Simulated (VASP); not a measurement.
# C (R-3m) in VASP: further runs, part 3 of 3

VASP 6.6.1. The steps go on from the part before.

**6. Single point, PBEsol**

This run uses another cell than the first one, of 8.92 Å³/atom, 1.085 times its volume.

INCAR reads:

```
SYSTEM = C
ALGO = Normal
EDIFF = 1E-6
ENCUT = 520
GGA = PS
ISIF = 2
ISMEAR = -1
LASPH = .True.
LCHARG = .False.
LREAL = .False.
LWAVE = .False.
NBANDS = 11
NELM = 60
PREC = Accurate
SIGMA = 0.1
```

KPOINTS reads:

```
k-points
0
Gamma
  14 14 14
  0 0 0
```

POSCAR reads:

```
C
1.0
    1.2361618794      0.7136985209      3.3691772817
   -1.2361618794      0.7136985209      3.3691772817
    0.0000000000     -1.4273960353      3.3691772817
C
2
Direct
    0.8360000000      0.8360000000      0.8360000000
    0.1640000000      0.1640000000      0.1640000000
```

Potentials or basis: VASP PAW PBE potentials, release 64 (C).

The run is started by

```bash
cat potpaw_PBE.64/C/POTCAR > POTCAR
mpirun -np 1 vasp_std > vasp.out
```

OUTCAR:

```text
SYSTEM = C
   EDIFF = 1E-6
   ENCUT = 520
   GGA = PS
   ISIF = 2
   ISMEAR = -1
   LASPH = .True.
   LREAL = .False.
   NELM = 60
   PREC = Accurate

 ion  position               nearest neighbor table
   1  0.836  0.836  0.836-   2 1.43   2 1.43   2 1.43
   2  0.164  0.164  0.164-   1 1.43   1 1.43   1 1.43

  LATTYP: Found a trigonal (rhomboedric) cell.
 ALAT       =     3.6590732879
 COS(alpha) =     0.7717354483

  Lattice vectors:

 A1 = (   1.2361618794,   0.7136985209,   3.3691772817)
 A2 = (  -1.2361618794,   0.7136985209,   3.3691772817)
 A3 = (   0.0000000000,  -1.4273960353,   3.3691772817)

Analysis of symmetry for initial positions (statically):
=====================================================================
 Subroutine PRICEL returns:
 Original cell was already a primitive cell.

 Routine SETGRP: Setting up the symmetry group for a
 trigonal (rhombohedral) supercell.

 Subroutine GETGRP returns: Found 12 space group operations
 (whereof 12 operations were pure point group operations)
 out of a pool of 12 trial point group operations.

The static configuration has the point symmetry D_3d.

Analysis of symmetry for dynamics (positions and initial velocities):
=====================================================================
 Subroutine PRICEL returns:
 Original cell was already a primitive cell.

 Routine SETGRP: Setting up the symmetry group for a
 trigonal (rhombohedral) supercell.

 Subroutine GETGRP returns: Found 12 space group operations
 (whereof 12 operations were pure point group operations)
 out of a pool of 12 trial point group operations.

The dynamic configuration has the point symmetry D_3d.

 Subroutine INISYM returns: Found 12 space group operations
 (whereof 12 operations are pure point group operations),
 and found     1 'primitive' translations

----------------------------------------------------------------------------------------

                                     Primitive cell

  volume of cell :      17.8347

  direct lattice vectors                    reciprocal lattice vectors
     1.236161879  0.713698521  3.369177282     0.404477770  0.233525417  0.098936098
    -1.236161879  0.713698521  3.369177282    -0.404477770  0.233525417  0.098936098
     0.000000000 -1.427396035  3.369177282     0.000000000 -0.467050835  0.098936168

  length of vectors
     3.659073288  3.659073288  3.659072970     0.477414640  0.477414640  0.477414754

  position of ions in fractional coordinates (direct lattice)
     0.836000000  0.836000000  0.836000000
     0.164000000  0.164000000  0.164000000

  ion indices of the primitive-cell ions
   primitive index   ion index
                 1           1
                 2           2

----------------------------------------------------------------------------------------

 KPOINTS: k-points

Automatic generation of k-mesh.
 Grid dimensions read from file:
 generate k-points for:   14   14   14

 Generating k-lattice:

  Cartesian coordinates                     Fractional coordinates (reciprocal lattice)
     0.028891269  0.016680387  0.007066864     0.071428571  0.000000000 -0.000000000
    -0.028891269  0.016680387  0.007066864     0.000000000  0.071428571 -0.000000000
     0.000000000 -0.033360774  0.007066869    -0.000000000 -0.000000000  0.071428571

  Length of vectors
     0.034101046  0.034101046  0.034101054

  Shift w.r.t. Gamma in fractional coordinates (k-lattice)
     0.000000000  0.000000000  0.000000000

 Subroutine IBZKPT returns following result:
 ===========================================

 Found    288 irreducible k-points:

 Following reciprocal coordinates:
            Coordinates               Weight
  0.000000  0.000000  0.000000      1.000000
  0.071429 -0.000000  0.000000      6.000000
  0.142857 -0.000000  0.000000      6.000000
  0.214286 -0.000000 -0.000000      6.000000
  0.285714 -0.000000  0.000000      6.000000
  0.357143  0.000000  0.000000      6.000000
[... 16 lines left out ...]
  0.214286  0.142857  0.000000     12.000000
  0.285714  0.142857 -0.000000     12.000000
 [... further k-points ...]
   k-points           NKPTS =    288   k-points in BZ     NKDIM =    288   number of bands    NBANDS=     11
   number of dos      NEDOS =    301   number of ions     NIONS =      2
   total plane-waves  NPLWV =  21952
   dimension x,y,z NGX =    28 NGY =   28 NGZ =   28
   dimension x,y,z NGXF=    56 NGYF=   56 NGZF=   56
   ions per type =               2
   NGX,Y,Z   is equivalent  to a cutoff of  12.72, 12.72, 12.72 a.u.
   NGXF,Y,Z  is equivalent  to a cutoff of  25.44, 25.44, 25.44 a.u.
 SYSTEM =  C
   PREC   = accura    normal or accurate (medium, high low for compatibility)
   ISTART =      0    job   : 0-new  1-cont  2-samecut
   ICHARG =      2    charge: 1-file 2-atom 10-const
   ISPIN  =      1    spin polarized calculation?
   LNONCOLLINEAR =      F non collinear calculations
   LSORBIT =      F    spin-orbit coupling
   LASPH  =      T    aspherical Exc in radial PAW
   ENCUT  =  520.0 eV  38.22 Ry    6.18 a.u.   6.80  6.80  6.80*2*pi/ulx,y,z
   NELM   =     60;   NELMIN=  2; NELMDL= -5     # of ELM steps
   EDIFF  = 0.1E-05   stopping-criterion for ELM
   LREAL  =      F    real-space projection
   EDIFFG = 0.1E-04   stopping-criterion for IOM
   NSW    =      0    number of steps for IOM
   IBRION =     -1    ionic relax: 0-MD 1-quasi-New 2-CG
   NFREE  =      0    steps in history (QN), initial steepest desc. (CG)
   ISIF   =      2    stress and relaxation
   ISYM   =      2    0-nonsym 1-usesym 2-fastsym
   POTIM  = 0.5000    time-step for ionic-motion
   TEBEG  =    0.0;   TEEND  =   0.0 temperature during run
   PSTRESS=    0.0 pullay stress
   NELECT =       8.0000    total number of electrons
   NUPDOWN=      -1.0000    fix difference up-down
   EMIN   =  10.00;   EMAX   =-10.00  energy-range for DOS
   EFERMI =   0.00;   METHOD = LEGACY
   ISMEAR =    -1;   SIGMA  =   0.10  broadening in eV -4-tet -1-fermi 0-gaus
   EFERMI_NEDOS =   21; number of points for ismear=-14 and -15
   IALGO  =     38    algorithm
   IMIX   =      4    mixing-type and parameters
     AMIX     =   0.40;   BMIX     =  1.00
     AMIX_MAG =   1.60;   BMIX_MAG =  1.00
  volume/ion in A,a.u.               =       8.92        60.18
  Fermi-wavevector in a.u.,A,eV,Ry     =   1.253189  2.368183 21.367704  1.570482
  Thomas-Fermi vector in A             =   2.387053
   LORBIT       =      0    0 simple, 1 ext, 2 COOP (PROOUT), +10 PAW based schemes
   GGA     = PS    functional components
   LHFCALC =     F    Hartree Fock is set to
   AEXX    =    0.0000 exact exchange contribution
   IVDW    =     0    specifies the selected vdW correction
   LEPSILON=     F    determine dielectric tensor
   LRPA    =     F    only Hartree local field effects (RPA)
 non-spin polarized calculation
  energy-cutoff  :      520.00
  volume of cell :       17.83
 maximum number of plane-waves:       493
   NGX = 13   NGY = 13   NGZ = 13

 number of electron       8.0000000 magnetization

 Free energy of the ion-electron system (eV)
  ---------------------------------------------------
  ext. energy  EPLUGINS =         0.00000000
  ---------------------------------------------------
  free energy    TOTEN  =       -19.26021801 eV

  energy without entropy =      -19.25972703  energy(sigma->0) =      -19.25997252

 E-fermi :   4.5610     XC(G=0): -10.5041

 val. band max:        4.2918252450   @ k =  -0.1429   0.5000   0.1429
 cond. band min:       4.8431347465   @ k =  -0.1429   0.5000   0.1429
 fundamental gap:      0.5513095015
 Fermi energy:         4.5609854805

 k-point     1 :       0.0000    0.0000    0.0000
  band No.  band energies     occupation
      1     -15.0272      2.00000
      2      -1.9980      2.00000
      3       1.5682      2.00000
      4       1.5682      2.00000
      5       8.4893      0.00000
      6      12.7921      0.00000
      7      12.7921      0.00000
      8      15.8231      0.00000
      9      17.0595      0.00000
     10      26.8154      0.00000
     11      29.8889      0.00000
[... 309 lines left out ...]
 k-point    24 :       0.2857    0.1429   -0.0000
  band No.  band energies     occupation
      1     -13.5334      2.00000
      2      -2.2712      2.00000
      3      -1.0735      2.00000
      4      -0.7938      2.00000
      5      10.8723      0.00000
      6      12.0560      0.00000
      7      14.0412      0.00000
      8      15.6589      0.00000
      9      20.3677      0.00000
     10      22.7544      0.00000
     11      28.4287      0.00000

 [... further k-points ...]
[... 5 lines left out ...]
  --------------------------------------------------------------------------------------
  -------------------------------------------------------------------------------------
  Total       -0.6459295     -0.6459292      0.0725738      0.0000000      0.0000000      0.0000000
  in kB      -58.0270739    -58.0270401      6.5196680      0.0000000      0.0000006      0.0000000
  external PRESSURE =     -36.5114820 kB  Pullay stress =       0.0000000 kB

 VOLUME and BASIS-vectors are now :
 -----------------------------------------------------------------------------
  energy-cutoff  :      520.00
  volume of cell :       17.83
      direct lattice vectors                 reciprocal lattice vectors
     1.236161879  0.713698521  3.369177282     0.404477770  0.233525417  0.098936098
    -1.236161879  0.713698521  3.369177282    -0.404477770  0.233525417  0.098936098
     0.000000000 -1.427396035  3.369177282     0.000000000 -0.467050835  0.098936168

 POSITION                                       TOTAL-FORCE (eV/Angst)
 -----------------------------------------------------------------------------------
      0.00000      0.00000      8.44990         0.000000     -0.000000     -0.879122
      0.00000      0.00000      1.65764         0.000000      0.000000      0.879122
 -----------------------------------------------------------------------------------
    total drift:                                0.000000     -0.000000      0.000000

  FREE ENERGIE OF THE ION-ELECTRON SYSTEM (eV)
  ---------------------------------------------------
  free  energy   TOTEN  =       -19.2602180112 eV

  energy  without entropy=      -19.2597270346  energy(sigma->0) =      -19.25997252
```

OSZICAR:

```text
N       E                     dE             d eps       ncg     rms          rms(c)
DAV:   1     0.605414446271E+01    0.60541E+01   -0.45601E+03  6440   0.665E+02
DAV:   2    -0.197330472346E+02   -0.25787E+02   -0.24188E+02  8307   0.131E+02
DAV:   3    -0.203833768565E+02   -0.65033E+00   -0.64880E+00  8012   0.177E+01
DAV:   4    -0.203857318804E+02   -0.23550E-02   -0.23548E-02  7286   0.130E+00
DAV:   5    -0.203857409874E+02   -0.91070E-05   -0.91068E-05  8037   0.751E-02    0.627E+00
DAV:   6    -0.195300858888E+02    0.85566E+00   -0.72836E-01  7389   0.490E+00    0.362E+00
DAV:   7    -0.192585185518E+02    0.27157E+00   -0.80357E-01  7611   0.520E+00    0.939E-01
DAV:   8    -0.192603911036E+02   -0.18726E-02   -0.18772E-02  7042   0.874E-01    0.119E-01
DAV:   9    -0.192601714694E+02    0.21963E-03   -0.54466E-04  7753   0.144E-01    0.543E-02
DAV:  10    -0.192602182360E+02   -0.46767E-04   -0.98981E-05  7279   0.667E-02    0.248E-02
DAV:  11    -0.192602180112E+02    0.22482E-06   -0.46757E-06  7730   0.124E-02
   1 F= -.19260218E+02 E0= -.19259973E+02  d E =-.490977E-03
```

stdout:

```text
POSCAR found type information on POSCAR C
 POSCAR found :  1 types and       2 ions
 scaLAPACK will be used
 -----------------------------------------------------------------------------
|                                                                             |
|                                                                             |
|     You enforced a specific xc type in the INCAR file but a different       |
|     I HOPE YOU KNOW WHAT YOU ARE DOING!                                     |
|                                                                             |
 -----------------------------------------------------------------------------

 LDA part: xc-table for (Slater+PW92), standard interpolation
 POSCAR, INCAR and KPOINTS ok, starting setup
 FFT: planning ... GRIDC
 FFT: planning ... GRID_SOFT
 FFT: planning ... GRID
 WAVECAR not read
 entering main loop
```

It took 28 s on 1 thread of Intel Xeon 6975P-C (Granite Rapids), shared host; peak memory 0.17 GiB.

What came out:

```yaml
Free_energy: -19.2602 eV
Pressure: -3.7 GPa
Largest_force: 0.879 eV/Å
Band_gap_on_the_k_mesh: 0.55 eV, direct
```

Forces in eV/Å, atoms in the order of the input:
```
C    0.000  0.000 -0.879
C    0.000  0.000  0.879
```

Stress tensor (GPa, compression positive):
```
-5.80  0.00  0.00
 0.00 -5.80  0.00
 0.00  0.00  0.65
```

Levels at points of the mesh, in eV from the valence-band top:
```
           k point  band 1  band 2  band 3  band 4  band 5  band 6  band 7  band 8  band 9
(0.00, 0.00, 0.00)  -19.32   -6.29   -2.72   -2.72    4.20    8.50    8.50   11.53   12.77
(0.50, 0.00, 0.00)  -13.98  -12.97   -6.08   -1.71    2.05    7.71   12.23   12.31   18.36
(0.50, 0.50, 0.00)  -13.87  -12.88   -6.13   -2.52    1.56    7.32   12.88   15.29   19.57
(0.50, 0.50, 0.50)  -19.02   -8.29   -2.74   -2.74    8.46    8.46   10.50   11.58   12.57
```

Caveat: the PAW data sets were made with another functional, which shifts forces and pressure a little.

**7. Overview**

```tsv
cell	gap on the mesh (eV)	pressure (GPa)	largest force (eV/Å)
a = 3.561 Å, angles 39.5°, 2 atoms	0.55	21.6	0.83
a = 3.586 Å, angles 39.5°, 2 atoms	0.55	14.4	0.85
a = 3.611 Å, angles 39.5°, 2 atoms	0.55	7.8	0.86
a = 3.635 Å, angles 39.5°, 2 atoms	0.55	1.8	0.87
a = 3.659 Å, angles 39.5°, 2 atoms	0.55	-3.7	0.88
```

Alike in all rows: task single point; level PBEsol; potentials or basis VASP PAW PBE potentials, release 64 (C); no spin polarisation; k mesh 14 × 14 × 14; cutoff (eV) 520; smearing fermi-dirac 0.1 eV.

Caveats: the PAW data sets were made with another functional, which shifts forces and pressure a little.

Absolute energies hang on the potentials; compare differences alone.
